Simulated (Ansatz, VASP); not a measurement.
**Two plane-wave programs on Ni**

```xyz
2
Lattice="2.4480 0.0000 0.0000 -1.2240 2.1201 0.0000 0.0000 0.0000 4.0728" Properties=species:S:1:pos:R:3 pbc="T T T"
Ni    1.2240    0.7067    3.0546
Ni    0.0000    1.4134    1.0182
```

Alike in both runs: task relaxation of cell and atoms; functional RPBE; dispersion D4; k mesh 12 × 12 × 7; occupations fermi-dirac, width 0.05 eV; collinear spin.

```csv
,VASP,Ansatz
version,VASP 6.6.1,Ansatz 0.2.0
potentials or method,"VASP PAW PBE potentials, release 64 (Ni)",Ansatz PAW
plane-wave cutoff (eV),600,420
valence electrons in the cell,20,36
```

Ansatz gave:

* gap on the k mesh at the Fermi level, each at its own relaxed structure (eV): none
* net moment per atom (μB): 0.66
* size of the moment on the site where the two differ most (μB): 0.70
* relaxed volume (Å³/atom): 10.55
* relaxed cell length with the largest relative difference (Å): 2.459

Question: What did VASP give for the same quantities?

Answer: gap on the k mesh at the Fermi level, each at its own relaxed structure (eV): none; net moment per atom (μB): 0.64; size of the moment on the site where the two differ most (μB): 0.65; relaxed volume (Å³/atom): 10.55; relaxed cell length with the largest relative difference (Å): 2.459.

VASP's potentials were made for PBE, not for RPBE. Site moments also hang on the region over which each program counts them. A gap of «none» marks a metal or a gap that the smearing closes. VASP's potentials hold 20 valence electrons a cell and Ansatz's 36, so a difference there can come from the potentials and not from the codes.

Noted on Ansatz's run: the plane-wave basis is chosen anew once the cell has moved, so the energies of steps on either side of that aren't comparable.
